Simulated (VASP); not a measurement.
Wanted: the native input for a VASP 6.6.1 run.

```
Task                   : single point
Functional             : PBE
Potentials or basis    : VASP PAW PBE potentials, release 64 (Ta_pv)
Cutoff                 : 520 eV
k mesh                 : 6 × 6 × 1
Occupations            : gaussian, width 0.1 eV
Spin                   : no spin polarisation
Dipole correction      : yes
Further INCAR settings : ALGO = Normal; EDIFF = 1e-06; NBANDS = 12
```

The structure of Ta lies in POSCAR:

```
Ta
1.0
    2.5760920000      0.0000000000      0.0000000000
    0.0000000000      2.5760920000      0.0000000000
    0.0000000000      0.0000000000     14.0000000000
Ta
1
Direct
    0.0000000000      0.0000000000      0.5000000000
```

The cell was built from a structure type or drawn by symmetry, and may not be a known phase.

These files were run (other wordings do the same):

INCAR

```
SYSTEM = Ta
PREC = Accurate
ENCUT = 520
EDIFF = 1E-6
ISMEAR = 0
SIGMA = 0.1
LREAL = .FALSE.
LASPH = .TRUE.
NELM = 60
ALGO = Normal
ISIF = 2
LWAVE = .FALSE.
LCHARG = .TRUE.
LDIPOL = .TRUE.
IDIPOL = 3
DIPOL = 0.5 0.5 0.500
GGA = PE
LELF = .TRUE.
LVHAR = .TRUE.
LVACPOTAV = .TRUE.
NBANDS = 12
```

KPOINTS

```
regular mesh
0
G
  6 6 1
  0 0 0
```

Potentials or basis: VASP PAW PBE potentials, release 64 (Ta_pv).

The run is started by

```console
$ cat potpaw_PBE.64/Ta_pv/POTCAR > POTCAR
$ mpirun -np 1 vasp_std > vasp.out
```

It gave:

| Quantity | Value |
| --- | --- |
| Band gap on the k mesh | zero (an odd number of electrons rules out a gap without spin polarisation) |

Caveat: the k points lie up to 0.41 Å⁻¹ apart, too coarse for converged energies and pressures of a metal; spin-orbit coupling is left out, which moves the levels of the heavy elements.

It took 13 s on 1 thread of Intel(R) Xeon(R) Platinum 8559C (Emerald Rapids), on a shared host, peak memory 0.19 GiB.
